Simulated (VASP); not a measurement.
A run of VASP 6.6.1:

File INCAR:

```
  PREC = Accurate
  ENCUT = 500
  EDIFF = 1E-6
  ISMEAR = 0
  SIGMA = 0.2
  LREAL = F
  LASPH = T
  NELM = 200
  ALGO = Normal
  ISIF = 2
  LWAVE = F
  LCHARG = F
  GGA = PE
  NBANDS = 20
  GGA_COMPAT = F
  LMAXMIX = 6
```

Contents of KPOINTS:

```
regular mesh
0
Gamma
  5 5 4
```

Contents of POSCAR:

```
Pr2B
1.0
    3.3583074400     -3.3570715809      0.0000000000
    3.3583074400      3.3570715809      0.0000000000
    0.0000000000      0.0000000000      3.3642664994
Pr B
2 1
Direct
    0.0000000000      0.5000000000      0.5000000000
    0.5000000000      0.0000000000      0.5000000000
    0.5000000000      0.5000000000      0.0000000000
```

Potentials or basis: VASP PAW PBE potentials, release 64 (Pr_3, B), 4f in core.

The run is started by

```bash
$ cat potpaw_PBE.64/Pr_3/POTCAR potpaw_PBE.64/B/POTCAR > POTCAR
$ mpirun -np 1 vasp_std > vasp.out
```

Hardware: 1 thread of Intel(R) Xeon(R) 6975P-C (Granite Rapids) (shared host).

Q: How long does it take, and how much memory?

A: It took 13 s on 1 thread of Intel(R) Xeon(R) 6975P-C (Granite Rapids), with other jobs on the host, peak memory 0.2 GiB. Counts: scf iterations 14, k points 27.
